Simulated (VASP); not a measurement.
A run of VASP 6.6.1:

File POSCAR:

```
Fe
1.0
    3.2209691390      0.0000000000      0.0000000000
   -1.6104845695      2.7894410992      0.0000000000
    0.0000000000      0.0000000000      5.3145990793
Fe
4
Direct
    0.3333333333      0.6666666667      0.4375000000
    0.6666666667      0.3333333333      0.9375000000
    0.6666666667      0.3333333333      0.5625000000
    0.3333333333      0.6666666667      0.0625000000
```

File INCAR.step1:

```
ALGO     = Normal         # electronic algorithm
EDIFF    = 1E-5           # SCF threshold, eV
EDIFFG   = -0.005         # ionic threshold
ENCUT    = 760            # plane-wave cutoff, eV
GGA      = PE             # functional
GGA_COMPAT= F            
IBRION   = 2              # ionic algorithm
ISIF     = 3              # what is computed and relaxed
ISMEAR   = 0              # smearing method
LASPH    = T              # aspherical terms in the spheres
LCHARG   = F              # write CHGCAR
LREAL    = F              # projectors in reciprocal space
LWAVE    = T              # write WAVECAR
NELM     = 120            # most SCF steps
NELMIN   = 4            
NSW      = 100            # ionic steps
PREC     = Accurate       # precision mode
SIGMA    = 0.1            # smearing width, eV
```

The input INCAR.step2:

```
ALGO     = Normal         # electronic algorithm
EDIFF    = 1E-7           # SCF threshold, eV
EDIFFG   = -0.04          # ionic threshold
ENCUT    = 760            # plane-wave cutoff, eV
GGA_COMPAT= F            
IBRION   = 2              # ionic algorithm
ISIF     = 3              # what is computed and relaxed
ISMEAR   = 0              # smearing method
ISTART   = 1            
LASPH    = T              # aspherical terms in the spheres
LCHARG   = F              # write CHGCAR
LMIXTAU  = T            
LREAL    = F              # projectors in reciprocal space
LWAVE    = F              # write WAVECAR
METAGGA  = R2SCAN         # meta-GGA
NELM     = 120            # most SCF steps
NELMIN   = 4            
NSW      = 90             # ionic steps
PREC     = Accurate       # precision mode
SIGMA    = 0.1            # smearing width, eV
```

File KPOINTS:

```
k-points
0
Gamma
  6 6 4
```

Potentials or basis: VASP PAW PBE potentials, release 64 (Fe_sv).

The run is started by

```sh
$ cat potpaw_PBE.64/Fe_sv/POTCAR > POTCAR
$ cp INCAR.step1 INCAR
$ mpirun -np 1 vasp_std > vasp.out
$ cp INCAR.step2 INCAR
$ mpirun -np 1 vasp_std > vasp.out
```

Hardware: 1 thread of Intel(R) Xeon(R) 6975P-C (Granite Rapids), on a shared host.

Estimate the wall time of this run.

Wall time 72 min on 1 thread of Intel(R) Xeon(R) 6975P-C (Granite Rapids) (shared host), peak memory 0.24 GiB. Counts: k points 21, ion steps 37.
